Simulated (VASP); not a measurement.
# Mg (I4/mmm) in VASP: a series of runs, part 2 of 2

VASP 6.6.1. The steps go on from the part before.

### Step 3. Electric field gradients, PBE (equal xx and yy strain of +3 %)

The input, INCAR:

```
ALGO = Normal
EDIFF = 1E-8
ENCUT = 520
GGA = PE
ISIF = 2
ISMEAR = -1
LASPH = True
LCHARG = False
LEFG = True
LREAL = False
LWAVE = False
NBANDS = 7
NELM = 100
PREC = Accurate
SIGMA = 0.05
```

The input, KPOINTS:

```
k-points
0
Gamma
  16 16 16
```

The input, POSCAR:

```
Mg
1.0
   -1.5207950000      1.5207950000      1.4765000000
    1.5207950000     -1.5207950000      1.4765000000
    1.5207950000      1.5207950000     -1.4765000000
Mg
1
Direct
    0.0000000000      0.0000000000      0.0000000000
```

Potentials or basis: VASP PAW PBE potentials, release 64 (Mg).

Command:

```console
$ cat potpaw_PBE.64/Mg/POTCAR > POTCAR
$ mpirun -np 1 vasp_std > vasp.out
```

OUTCAR:

```text
EDIFF = 1E-8
   ENCUT = 520
   GGA = PE
   ISIF = 2
   ISMEAR = -1
   LASPH = True
   LREAL = False
   NELM = 100
   PREC = Accurate

 ion  position               nearest neighbor table
   1  0.000  0.000  0.000-

  LATTYP: Found a body centered tetragonal cell.
 ALAT       =     3.0415900000
 C/A-ratio  =     0.9708737864

  Lattice vectors:

 A1 = (  -1.5207950000,   1.5207950000,   1.4765000000)
 A2 = (   1.5207950000,  -1.5207950000,   1.4765000000)
 A3 = (   1.5207950000,   1.5207950000,  -1.4765000000)

Analysis of symmetry for initial positions (statically):
=====================================================================
 Subroutine PRICEL returns:
 Original cell was already a primitive cell.

 Routine SETGRP: Setting up the symmetry group for a
 body centered tetragonal supercell.

 Subroutine GETGRP returns: Found 16 space group operations
 (whereof 16 operations were pure point group operations)
 out of a pool of 16 trial point group operations.

The static configuration has the point symmetry D_4h.

Analysis of symmetry for dynamics (positions and initial velocities):
=====================================================================
 Subroutine PRICEL returns:
 Original cell was already a primitive cell.

 Routine SETGRP: Setting up the symmetry group for a
 body centered tetragonal supercell.

 Subroutine GETGRP returns: Found 16 space group operations
 (whereof 16 operations were pure point group operations)
 out of a pool of 16 trial point group operations.

The dynamic configuration has the point symmetry D_4h.

[... 150 lines left out ...]
 k-point     1 :       0.0000    0.0000    0.0000
  band No.  band energies     occupation
      1      -3.4371      2.00000
      2      22.4833      0.00000
      3      23.3283      0.00000
      4      23.3283      0.00000
      5      25.2181      0.00000
      6      26.1507      0.00000
      7      27.0988      0.00000
[... 221 lines left out ...]
 k-point    24 :      -0.0625    0.0625    0.0000
  band No.  band energies     occupation
      1      -3.3089      2.00000
      2      21.2932      0.00000
      3      22.6637      0.00000
      4      23.1700      0.00000
      5      24.2464      0.00000
      6      25.2162      0.00000
      7      27.8902      0.00000

 [... further k-points ...]

------------------------ aborting loop because EDIFF is reached ----------------------------------------

  FORCE on cell =-STRESS in cart. coord.  units (eV):
  Direction    XX          YY          ZZ          XY          YZ          ZX
  --------------------------------------------------------------------------------------
  -------------------------------------------------------------------------------------
  Total        4.2686314      4.2686314      4.4414491      0.0000000     -0.0000000      0.0000000
  in kB      500.6848358    500.6848358    520.9553231      0.0000000     -0.0000000      0.0000000
  external PRESSURE =     507.4416649 kB  Pullay stress =       0.0000000 kB

 VOLUME and BASIS-vectors are now :
 -----------------------------------------------------------------------------
  energy-cutoff  :      520.00
  volume of cell :       13.66
      direct lattice vectors                 reciprocal lattice vectors
    -1.520795000  1.520795000  1.476500000     0.000000000  0.328775410  0.338638673
     1.520795000 -1.520795000  1.476500000     0.328775410  0.000000000  0.338638673
     1.520795000  1.520795000 -1.476500000     0.328775410  0.328775410  0.000000000

 POSITION                                       TOTAL-FORCE (eV/Angst)
 -----------------------------------------------------------------------------------
      0.00000      0.00000      0.00000         0.000000     -0.000000      0.000000
 -----------------------------------------------------------------------------------
    total drift:                                0.000000      0.000000      0.000000

  FREE ENERGIE OF THE ION-ELECTRON SYSTEM (eV)
  ---------------------------------------------------
  free  energy   TOTEN  =        -0.5279864882 eV

  energy  without entropy=       -0.5257601663  energy(sigma->0) =       -0.52687333

 Electric field gradients (V/A^2)
---------------------------------------------------------------------
 ion       V_xx      V_yy      V_zz      V_xy      V_xz      V_yz
---------------------------------------------------------------------
   1       0.863     0.863    -1.726    -0.000    -0.000    -0.000
---------------------------------------------------------------------

 Electric field gradients after diagonalization (V/A^2)
 (convention: |V_zz| > |V_xx| > |V_yy|)
----------------------------------------------------------------------
 ion       V_xx      V_yy      V_zz     asymmetry (V_yy - V_xx)/ V_zz
----------------------------------------------------------------------
   1       0.863     0.863    -1.726       0.000
----------------------------------------------------------------------

           NMR quadrupolar parameters

 Cq : quadrupolar parameter    Cq=e*Q*V_zz/h
 eta: asymmetry parameters     (V_yy - V_xx)/ V_zz
 Q  : nuclear electric quadrupole moment in mb (millibarn)
----------------------------------------------------------------------
 ion       Cq(MHz)       eta       Q (mb)
----------------------------------------------------------------------
   1      -0.004       0.000       1.000
----------------------------------------------------------------------
```

OSZICAR:

```text
N       E                     dE             d eps       ncg     rms          rms(c)
DAV:   1     0.408460852987E+00    0.40846E+00   -0.91940E+02  5502   0.207E+02
DAV:   2    -0.554606821844E+00   -0.96307E+00   -0.93702E+00  6832   0.145E+01
DAV:   3    -0.557293670681E+00   -0.26868E-02   -0.26864E-02  5810   0.862E-01
DAV:   4    -0.557297538787E+00   -0.38681E-05   -0.38683E-05  7063   0.232E-02
DAV:   5    -0.557297545410E+00   -0.66231E-08   -0.64738E-08  5880   0.644E-04    0.743E-01
DAV:   6    -0.539679422690E+00    0.17618E-01   -0.24482E-04  5943   0.105E-01    0.474E-01
DAV:   7    -0.528107708611E+00    0.11572E-01   -0.44754E-04  5502   0.155E-01    0.199E-02
DAV:   8    -0.527994967419E+00    0.11274E-03   -0.17026E-05  6132   0.240E-02    0.549E-03
DAV:   9    -0.527986227050E+00    0.87404E-05   -0.31754E-06  5796   0.990E-03    0.706E-04
DAV:  10    -0.527986473171E+00   -0.24612E-06   -0.57070E-08  5782   0.140E-03    0.396E-05
DAV:  11    -0.527986487666E+00   -0.14496E-07   -0.14615E-10  3773   0.750E-05    0.141E-05
DAV:  12    -0.527986488213E+00   -0.54619E-09   -0.85589E-12  2709   0.192E-05
   1 F= -.52798649E+00 E0= -.52687333E+00  d E =-.222632E-02
```

stdout:

```text
POSCAR found type information on POSCAR Mg
 POSCAR found :  1 types and       1 ions
 scaLAPACK will be used
 LDA part: xc-table for (Slater+PW92), standard interpolation
 POSCAR, INCAR and KPOINTS ok, starting setup
 FFT: planning ... GRIDC
 FFT: planning ... GRID_SOFT
 FFT: planning ... GRID
 WAVECAR not read
 entering main loop
ion   1
```

It took 37 s on 1 thread of Intel Xeon 8259CL, shared host; peak memory 0.15 GiB.

Results:

```
Free energy                             : -0.5280 eV
Pressure                                : 50.7 GPa
Band gap on the k mesh                  : zero (bands 1 and 2 overlap by 4.79 eV)
Largest electric field gradient by atom : Mg -1.7 V/Å²
```

Stress tensor (GPa, compression positive):
```
50.07  0.00  0.00
 0.00 50.07  0.00
 0.00  0.00 52.10
```

Levels at points of the mesh, in eV from the Fermi level:
| k point | band 1 | band 2 | band 3 | band 4 | band 5 | band 6 |
| --- | --- | --- | --- | --- | --- | --- |
| (0.00, 0.00, 0.00) | -9.51 | 16.41 | 17.26 | 17.26 | 19.15 | 20.08 |
| (0.50, 0.00, 0.00) | -2.18 | -0.83 | 10.39 | 13.90 | 14.14 | 16.75 |
| (0.50, 0.50, 0.00) | -2.39 | -1.05 | 11.13 | 14.60 | 14.91 | 16.77 |
| (0.50, 0.50, 0.50) | 3.74 | 4.15 | 5.54 | 5.54 | 6.55 | 14.65 |

Electric field gradients, principal values (V/Å²):
| atom | least | middle | greatest (by size) |
| --- | --- | --- | --- |
| 1 Mg | 0.863 | 0.863 | -1.726 |

Caveat: the cell differs from its parent crystal (equal xx and yy strain of +3 %); the cell stands under pressure; without QUAD_EFG the Cq values of the log hold for a quadrupole moment of 1 mb, not for the nuclei.
